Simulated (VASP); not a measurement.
Wanted: the native input for a VASP 6.6.1 run.

```yaml
Task: relaxation of cell and atoms
Functional: PBE
Potentials_or_basis: VASP PAW PBE potentials, release 64 (Ga_d)
Cutoff: 600 eV
k_mesh: 18 × 18 × 18
Occupations: gaussian, width 0.1 eV
Spin: no spin polarisation
Dipole_correction: no
Further_INCAR_settings: ALGO = Fast; EDIFF = 1e-07; IBRION = 2; EDIFFG = -0.005; NSW = 100; ISIF = 3
```

The structure of Ga lies in POSCAR:

```
Ga
1.0
   -1.6518001400      1.6518001400      1.6518001400
    1.6518001400     -1.6518001400      1.6518001400
    1.6518001400      1.6518001400     -1.6518001400
Ga
1
Direct
    0.0000000000      0.0000000000      0.0000000000
```

This isn't the form of Ga at room conditions, which is orthorhombic.

One way to write it, as run:

INCAR

```
SYSTEM = Ga
ALGO     = Fast           ! electronic algorithm
EDIFF    = 1E-7           ! SCF threshold, eV
EDIFFG   = -0.005         ! ionic threshold
ENCUT    = 600            ! plane-wave cutoff, eV
GGA      = PE             ! functional
IBRION   = 2              ! ionic algorithm
ISIF     = 3              ! what is computed and relaxed
ISMEAR   = 0              ! smearing method
LASPH    = .True.         ! aspherical terms in the spheres
LCHARG   = .False.        ! write CHGCAR
LREAL    = .False.        ! projectors in reciprocal space
LWAVE    = .False.        ! write WAVECAR
NELM     = 60             ! most SCF steps
NSW      = 100            ! ionic steps
PREC     = Accurate       ! precision mode
SIGMA    = 0.1            ! smearing width, eV
```

KPOINTS

```
k-points
0
Gamma
  18 18 18
  0 0 0
```

Potentials or basis: VASP PAW PBE potentials, release 64 (Ga_d).

Command:

```sh
$ cat potpaw_PBE.64/Ga_d/POTCAR > POTCAR
$ mpirun -np 1 vasp_std > vasp.out
```

Results of the run:

```
Relaxed volume                        : 19.20 Å³/atom
Relaxed cell                          : a = 2.922 Å, b = 2.922 Å, c = 2.922 Å, α = 109.47°, β = 109.47°, γ = 109.47°
Space group after relaxing (to 0.1 Å) : Im-3m (No. 229)
Energy gained by relaxing             : 12.0 meV/atom
Ionic steps                           : 3
Pressure after relaxing               : 0.0 GPa
Band gap on the k mesh                : zero (an odd number of electrons rules out a gap without spin polarisation)
```

Run time: 2.6 min on 1 thread of AMD EPYC 7R13, on a shared host, peak memory 0.14 GiB.
